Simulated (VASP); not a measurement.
# Re (Fd-3m) in VASP: notebook

The runs below take Re through single point, with PBEsol.

All numbers are computed with VASP 6.6.1; they aren't measurements. Logs are shortened: lines on timing, memory, paths and dates and some standing lists are left out, and cuts for length are marked.

### Step 1. The cell of the first run

Symmetry: Fd-3m, No. 227, cubic system. The conventional cell has a = 4.122 Å, b = 4.122 Å, c = 4.122 Å, α = 90.00°, β = 90.00°, γ = 90.00°. Re (site symmetry -43m) has 4 Re at 1.78 Å within 2.4 Å.

### Step 2. Single point, PBEsol (volume scaled by 0.4)

INCAR

```
PREC = Accurate
ENCUT = 520
EDIFF = 1E-6
ISMEAR = -1
SIGMA = 0.05
LREAL = False
LASPH = True
NELM = 60
ALGO = Normal
ISIF = 2
LWAVE = False
LCHARG = True
GGA = PS
LELF = True
LVHAR = True
NBANDS = 14
```

KPOINTS

```
regular mesh
0
Gamma
  12 12 12
```

POSCAR

```
Re
1.0
    0.0000000000      2.0608250325      2.0608250325
    2.0608250325      0.0000000000      2.0608250325
    2.0608250325      2.0608250325      0.0000000000
Re
2
Direct
   -0.1250000000     -0.1250000000     -0.1250000000
    0.1250000000      0.1250000000      0.1250000000
```

Potentials or basis: VASP PAW PBE potentials, release 64 (Re).

Run with:

```
> cat potpaw_PBE.64/Re/POTCAR > POTCAR
> mpirun -np 1 vasp_std > vasp.out
```

OUTCAR:

```text
PREC = Accurate
   ENCUT = 520
   EDIFF = 1E-6
   ISMEAR = -1
   LREAL = False
   LASPH = True
   NELM = 60
   ISIF = 2
   GGA = PS

 ion  position               nearest neighbor table
   1  0.875  0.875  0.875-   2 1.78   2 1.78   2 1.78   2 1.78   2 3.42   2 3.42   2 3.42   2 3.42
                             2 3.42   2 3.42   2 3.42   2 3.42   2 3.42   2 3.42   2 3.42   2 3.42
   2  0.125  0.125  0.125-   1 1.78   1 1.78   1 1.78   1 1.78   1 3.42   1 3.42   1 3.42   1 3.42
                             1 3.42   1 3.42   1 3.42   1 3.42   1 3.42   1 3.42   1 3.42   1 3.42

  LATTYP: Found a face centered cubic cell.
 ALAT       =     4.1216500650

  Lattice vectors:

 A1 = (   0.0000000000,   2.0608250325,   2.0608250325)
 A2 = (   2.0608250325,   0.0000000000,   2.0608250325)
 A3 = (   2.0608250325,   2.0608250325,   0.0000000000)

Analysis of symmetry for initial positions (statically):
=====================================================================
 Subroutine PRICEL returns:
 Original cell was already a primitive cell.

 Routine SETGRP: Setting up the symmetry group for a
 face centered cubic supercell.

 Subroutine GETGRP returns: Found 48 space group operations
 (whereof 12 operations were pure point group operations)
 out of a pool of 48 trial point group operations.

The static configuration has the point symmetry D_3d.
 The point group associated with its full space group is O_h .

Analysis of symmetry for dynamics (positions and initial velocities):
=====================================================================
 Subroutine PRICEL returns:
 Original cell was already a primitive cell.

 Routine SETGRP: Setting up the symmetry group for a
 face centered cubic supercell.

 Subroutine GETGRP returns: Found 48 space group operations
 (whereof 12 operations were pure point group operations)
 out of a pool of 48 trial point group operations.

The dynamic configuration has the point symmetry D_3d.
 The point group associated with its full space group is O_h .

 Subroutine INISYM returns: Found 48 space group operations
 (whereof 12 operations are pure point group operations),
 and found     1 'primitive' translations

----------------------------------------------------------------------------------------

                                     Primitive cell

  volume of cell :      17.5046

  direct lattice vectors                    reciprocal lattice vectors
     0.000000000  2.060825032  2.060825032    -0.242621276  0.242621276  0.242621276
     2.060825032  0.000000000  2.060825032     0.242621276 -0.242621276  0.242621276
     2.060825032  2.060825032  0.000000000     0.242621276  0.242621276 -0.242621276

  length of vectors
     2.914446711  2.914446711  2.914446711     0.420232378  0.420232378  0.420232378

  position of ions in fractional coordinates (direct lattice)
     0.875000000  0.875000000  0.875000000
     0.125000000  0.125000000  0.125000000

  ion indices of the primitive-cell ions
   primitive index   ion index
                 1           1
                 2           2

----------------------------------------------------------------------------------------

 KPOINTS: regular mesh

Automatic generation of k-mesh.
 Grid dimensions read from file:
 generate k-points for:   12   12   12

 Generating k-lattice:

  Cartesian coordinates                     Fractional coordinates (reciprocal lattice)
    -0.020218440  0.020218440  0.020218440     0.083333333  0.000000000  0.000000000
     0.020218440 -0.020218440  0.020218440     0.000000000  0.083333333  0.000000000
     0.020218440  0.020218440 -0.020218440     0.000000000  0.000000000  0.083333333

  Length of vectors
     0.035019365  0.035019365  0.035019365

  Shift w.r.t. Gamma in fractional coordinates (k-lattice)
     0.000000000  0.000000000  0.000000000

 Subroutine IBZKPT returns following result:
 ===========================================

 Found     72 irreducible k-points:

 Following reciprocal coordinates:
            Coordinates               Weight
  0.000000  0.000000  0.000000      1.000000
  0.083333  0.000000  0.000000      8.000000
  0.166667  0.000000  0.000000      8.000000
  0.250000  0.000000  0.000000      8.000000
  0.333333  0.000000  0.000000      8.000000
  0.416667  0.000000  0.000000      8.000000
[... 16 lines left out ...]
  0.500000  0.166667  0.000000     24.000000
 -0.416667  0.166667  0.000000     24.000000
 [... further k-points ...]
   k-points           NKPTS =     72   k-points in BZ     NKDIM =     72   number of bands    NBANDS=     14
   number of dos      NEDOS =    301   number of ions     NIONS =      2
   total plane-waves  NPLWV =  13824
   dimension x,y,z NGX =    24 NGY =   24 NGZ =   24
   dimension x,y,z NGXF=    48 NGYF=   48 NGZF=   48
   ions per type =               2
   NGX,Y,Z   is equivalent  to a cutoff of  13.69, 13.69, 13.69 a.u.
   NGXF,Y,Z  is equivalent  to a cutoff of  27.38, 27.38, 27.38 a.u.
 SYSTEM =  unknown system
   PREC   = accura    normal or accurate (medium, high low for compatibility)
   ISTART =      0    job   : 0-new  1-cont  2-samecut
   ICHARG =      2    charge: 1-file 2-atom 10-const
   ISPIN  =      1    spin polarized calculation?
   LNONCOLLINEAR =      F non collinear calculations
   LSORBIT =      F    spin-orbit coupling
   LASPH  =      T    aspherical Exc in radial PAW
   ENCUT  =  520.0 eV  38.22 Ry    6.18 a.u.   5.42  5.42  5.42*2*pi/ulx,y,z
   NELM   =     60;   NELMIN=  2; NELMDL= -5     # of ELM steps
   EDIFF  = 0.1E-05   stopping-criterion for ELM
   LREAL  =      F    real-space projection
   EDIFFG = 0.1E-04   stopping-criterion for IOM
   NSW    =      0    number of steps for IOM
   IBRION =     -1    ionic relax: 0-MD 1-quasi-New 2-CG
   NFREE  =      0    steps in history (QN), initial steepest desc. (CG)
   ISIF   =      2    stress and relaxation
   ISYM   =      2    0-nonsym 1-usesym 2-fastsym
   POTIM  = 0.5000    time-step for ionic-motion
   TEBEG  =    0.0;   TEEND  =   0.0 temperature during run
   PSTRESS=    0.0 pullay stress
   NELECT =      14.0000    total number of electrons
   NUPDOWN=      -1.0000    fix difference up-down
   EMIN   =  10.00;   EMAX   =-10.00  energy-range for DOS
   EFERMI =   0.00;   METHOD = LEGACY
   ISMEAR =    -1;   SIGMA  =   0.05  broadening in eV -4-tet -1-fermi 0-gaus
   EFERMI_NEDOS =   21; number of points for ismear=-14 and -15
   IALGO  =     38    algorithm
   IMIX   =      4    mixing-type and parameters
     AMIX     =   0.40;   BMIX     =  1.00
     AMIX_MAG =   1.60;   BMIX_MAG =  1.00
  volume/ion in A,a.u.               =       8.75        59.06
  Fermi-wavevector in a.u.,A,eV,Ry     =   1.519613  2.871653 31.418904  2.309224
  Thomas-Fermi vector in A             =   2.628575
   LORBIT       =      0    0 simple, 1 ext, 2 COOP (PROOUT), +10 PAW based schemes
   GGA     = PS    functional components
   LHFCALC =     F    Hartree Fock is set to
   AEXX    =    0.0000 exact exchange contribution
   IVDW    =     0    specifies the selected vdW correction
   LEPSILON=     F    determine dielectric tensor
   LRPA    =     F    only Hartree local field effects (RPA)
 non-spin polarized calculation
  energy-cutoff  :      520.00
  volume of cell :       17.50
 maximum number of plane-waves:       495
 NGX is ok and might be reduce to    24

 number of electron      13.9999999 magnetization

 Free energy of the ion-electron system (eV)
  ---------------------------------------------------
  ext. energy  EPLUGINS =         0.00000000
  ---------------------------------------------------
  free energy    TOTEN  =        11.36706778 eV

  energy without entropy =       11.37926060  energy(sigma->0) =       11.37316419

 E-fermi :  16.8423     XC(G=0): -16.3417

 val. band max:       16.8087039698   @ k =   0.1667   0.0000   0.0000
 cond. band min:      16.8541964318   @ k =   0.4167   0.1667   0.0833
 fundamental gap:      0.0454924620
 Fermi energy:        16.8423016766

 k-point     1 :       0.0000    0.0000    0.0000
  band No.  band energies     occupation
      1       3.7239      2.00000
      2       4.2875      2.00000
      3       4.2875      2.00000
      4      10.2424      2.00000
      5      10.2424      2.00000
      6      10.2424      2.00000
      7      17.2865      0.00028
      8      17.2865      0.00028
      9      17.2865      0.00028
     10      27.4675      0.00000
     11      28.2762      0.00000
     12      28.2762      0.00000
     13      32.4668      0.00000
     14      32.4668      0.00000

 k-point     2 :       0.0833    0.0000    0.0000
  band No.  band energies     occupation
      1       4.0815      2.00000
      2       4.1370      2.00000
      3       4.1370      2.00000
      4      10.0979      2.00000
      5      10.6317      2.00000
      6      10.6317      2.00000
      7      16.4814      1.99853
      8      17.0779      0.01783
      9      17.0779      0.01783
     10      27.5397      0.00000
     11      28.1399      0.00000
     12      28.1399      0.00000
     13      32.5688      0.00000
     14      32.5688      0.00000

 k-point     3 :       0.1667    0.0000    0.0000
  band No.  band energies     occupation
      1       3.8954      2.00000
      2       3.8954      2.00000
      3       4.9578      2.00000
      4       9.9293      2.00000
      5      11.2983      2.00000
      6      11.2983      2.00000
      7      14.5984      2.00000
      8      16.8087      1.32389
      9      16.8087      1.32388
     10      27.7586      0.00000
     11      27.7586      0.00000
     12      28.3598      0.00000
     13      32.9492      0.00000
     14      32.9492      0.00000
[... 324 lines left out ...]
 k-point    23 :       0.5000    0.1667    0.0000
  band No.  band energies     occupation
      1       2.7385      2.00000
      2       4.4073      2.00000
      3       5.7154      2.00000
      4       8.6842      2.00000
      5      11.1282      2.00000
      6      11.5494      2.00000
      7      17.3675      0.00005
      8      18.8966      0.00000
      9      19.8881      0.00000
     10      24.0448      0.00000
     11      24.9692      0.00000
     12      26.1828      0.00000
     13      35.1060      0.00000
     14      35.8059      0.00000

 k-point    24 :      -0.4167    0.1667    0.0000
  band No.  band energies     occupation
      1       3.0959      2.00000
      2       4.5999      2.00000
      3       4.6325      2.00000
      4       9.9092      2.00000
      5      10.4432      2.00000
      6      11.3686      2.00000
      7      18.5959      0.00000
      8      18.7367      0.00000
      9      19.4538      0.00000
     10      22.6715      0.00000
     11      25.7287      0.00000
     12      26.2541      0.00000
     13      35.7197      0.00000
     14      36.2299      0.00000

 [... further k-points ...]
[... 5 lines left out ...]
  --------------------------------------------------------------------------------------
  -------------------------------------------------------------------------------------
  Total       87.7872657     87.7872657     87.7872657     -0.0000000      0.0000000     -0.0000000
  in kB     8035.0530014   8035.0530014   8035.0530014     -0.0000000      0.0000000     -0.0000000
  external PRESSURE =    8035.0530014 kB  Pullay stress =       0.0000000 kB

 VOLUME and BASIS-vectors are now :
 -----------------------------------------------------------------------------
  energy-cutoff  :      520.00
  volume of cell :       17.50
      direct lattice vectors                 reciprocal lattice vectors
     0.000000000  2.060825032  2.060825032    -0.242621276  0.242621276  0.242621276
     2.060825032  0.000000000  2.060825032     0.242621276 -0.242621276  0.242621276
     2.060825032  2.060825032  0.000000000     0.242621276  0.242621276 -0.242621276

 POSITION                                       TOTAL-FORCE (eV/Angst)
 -----------------------------------------------------------------------------------
      3.60644      3.60644      3.60644        -0.000000     -0.000000     -0.000000
      0.51521      0.51521      0.51521         0.000000      0.000000      0.000000
 -----------------------------------------------------------------------------------
    total drift:                                0.000000      0.000000      0.000000

  FREE ENERGIE OF THE ION-ELECTRON SYSTEM (eV)
  ---------------------------------------------------
  free  energy   TOTEN  =        11.3670677818 eV

  energy  without entropy=       11.3792605964  energy(sigma->0) =       11.37316419
```

Run time: 9 s. Hardware: 1 thread of Intel Xeon 6975P-C (Granite Rapids), shared host; peak memory 0.15 GiB.

The run converged, but its numbers aren't listed here, since they failed a check.

Caveat: the PAW data sets were made with another functional, which shifts forces and pressure a little; spin-orbit coupling is left out, which moves the levels of the heavy elements.

### Step 3. Single point, PBEsol (volume scaled by 0.45)

INCAR

```
SYSTEM = Re
PREC     = Accurate       ! precision mode
ENCUT    = 520            ! plane-wave cutoff, eV
EDIFF    = 1E-6           ! SCF threshold, eV
ISMEAR   = -1             ! smearing method
SIGMA    = 0.05           ! smearing width, eV
LREAL    = .False.        ! projectors in reciprocal space
LASPH    = .True.         ! aspherical terms in the spheres
NELM     = 100            ! most SCF steps
ALGO     = Normal         ! electronic algorithm
ISIF     = 2              ! what is computed and relaxed
LWAVE    = .False.        ! write WAVECAR
LCHARG   = .False.        ! write CHGCAR
GGA      = PS             ! functional
NBANDS   = 14             ! bands
```

KPOINTS

```
Automatic mesh
0
Gamma
  12 12 12
  0 0 0
```

POSCAR

```
Re
1.0
    0.0000000000      2.1433444061      2.1433444061
    2.1433444061      0.0000000000      2.1433444061
    2.1433444061      2.1433444061      0.0000000000
Re
2
Direct
   -0.1250000000     -0.1250000000     -0.1250000000
    0.1250000000      0.1250000000      0.1250000000
```

Potentials or basis: VASP PAW PBE potentials, release 64 (Re).

Run with:

```
> cat potpaw_PBE.64/Re/POTCAR > POTCAR
> mpirun -np 1 vasp_std > vasp.out
```

Wall time 9.3 s (1 thread of Intel Xeon 6975P-C (Granite Rapids), shared host); peak memory 0.15 GiB.

Results (log left out):

```yaml
Free_energy: 1.8620 eV
Pressure: 599.1 GPa
Band_gap_on_the_k_mesh: zero (band 7 reaches 15.73 eV, above the bottom of band 8 at 13.44 eV)
```

Levels at points of the mesh, in eV from the Fermi level:
| k point | band 4 | band 5 | band 6 | band 7 | band 8 | band 9 | band 10 | band 11 |
| --- | --- | --- | --- | --- | --- | --- | --- | --- |
| (0.00, 0.00, 0.00) | -5.78 | -5.78 | -5.78 | 0.61 | 0.61 | 0.61 | 10.14 | 10.14 |
| (0.50, 0.00, 0.00) | -7.79 | -7.79 | -7.18 | 0.51 | 4.57 | 4.57 | 6.99 | 6.99 |
| (0.50, 0.50, 0.00) | -7.65 | -3.28 | -3.28 | 0.99 | 0.99 | 7.10 | 7.10 | 8.12 |

Caveat: the PAW data sets were made with another functional, which shifts forces and pressure a little; spin-orbit coupling is left out, which moves the levels of the heavy elements.

### Step 4. Single point, PBEsol (volume scaled by 0.55)

INCAR

```
PREC = Accurate
ENCUT = 520
EDIFF = 1E-6
ISMEAR = -1
SIGMA = 0.05
LREAL = F
LASPH = T
NELM = 60
ALGO = Normal
ISIF = 2
LWAVE = F
LCHARG = F
GGA = PS
NBANDS = 14
```

KPOINTS

```
regular mesh
0
Gamma
  12 12 12
```

POSCAR

```
Re
1.0
    0.0000000000      2.2916169212      2.2916169212
    2.2916169212      0.0000000000      2.2916169212
    2.2916169212      2.2916169212      0.0000000000
Re
2
Direct
   -0.1250000000     -0.1250000000     -0.1250000000
    0.1250000000      0.1250000000      0.1250000000
```

Run with:

```
> cat potpaw_PBE.64/Re/POTCAR > POTCAR
> mpirun -np 1 vasp_std > vasp.out
```

Wall time 8.5 s (1 thread of Intel Xeon 6975P-C (Granite Rapids), shared host); peak memory 0.15 GiB.

The run converged. Its results:

* Free energy: -10.4895 eV
* Pressure: 332.1 GPa
* Band gap on the k mesh: zero (band 7 reaches 11.83 eV, above the bottom of band 8 at 10.01 eV)

Levels at points of the mesh, in eV from the Fermi level:
```tsv
k point	band 3	band 4	band 5	band 6	band 7	band 8	band 9	band 10	band 11	band 12
(0.00, 0.00, 0.00)	-8.02	-4.43	-4.43	-4.43	0.83	0.83	0.83	8.49	8.49	11.73
(0.50, 0.00, 0.00)	-7.33	-6.11	-5.81	-5.81	-0.16	3.69	3.69	6.15	6.15	6.32
(0.50, 0.50, 0.00)	-5.74	-5.74	-1.87	-1.87	-0.42	-0.42	6.50	6.50	7.54	7.54
```

Caveat: the PAW data sets were made with another functional, which shifts forces and pressure a little; spin-orbit coupling is left out, which moves the levels of the heavy elements.

(Part 1 of 2 ends here.)
